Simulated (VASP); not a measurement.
Here is a VASP 6.6.1 calculation.

The input INCAR:

```
  PREC = Accurate
  ENCUT = 500
  EDIFF = 1E-6
  ISMEAR = 0
  SIGMA = 0.1
  LREAL = False
  LASPH = True
  NELM = 120
  ALGO = Normal
  ISIF = 2
  LWAVE = False
  LCHARG = False
  GGA = PE
  NBANDS = 11
  GGA_COMPAT = False
```

KPOINTS

```
Automatic mesh
0
Gamma
  6 6 6
```

POSCAR

```
AlP
1.0
    0.0000000000      2.4599111254      2.4599111254
    2.4599111254      0.0000000000      2.4599111254
    2.4599111254      2.4599111254      0.0000000000
Al P
1 1
Direct
    0.0000000000      0.0000000000      0.0000000000
    0.7500000000      0.7500000000      0.7500000000
```

Potentials or basis: VASP PAW PBE potentials, release 64 (Al, P).

Command:

```console
$ cat potpaw_PBE.64/Al/POTCAR potpaw_PBE.64/P/POTCAR > POTCAR
$ mpirun -np 1 vasp_std > vasp.out
```

**Question.** Estimate the pressure.

**Answer.** 55.2 GPa.

**Question.** Estimate the band gap on the k mesh.

**Answer.** 0.76 eV (least direct gap 3.57 eV).

Caveat: the cell stands under pressure. A k mesh can miss the band edges.
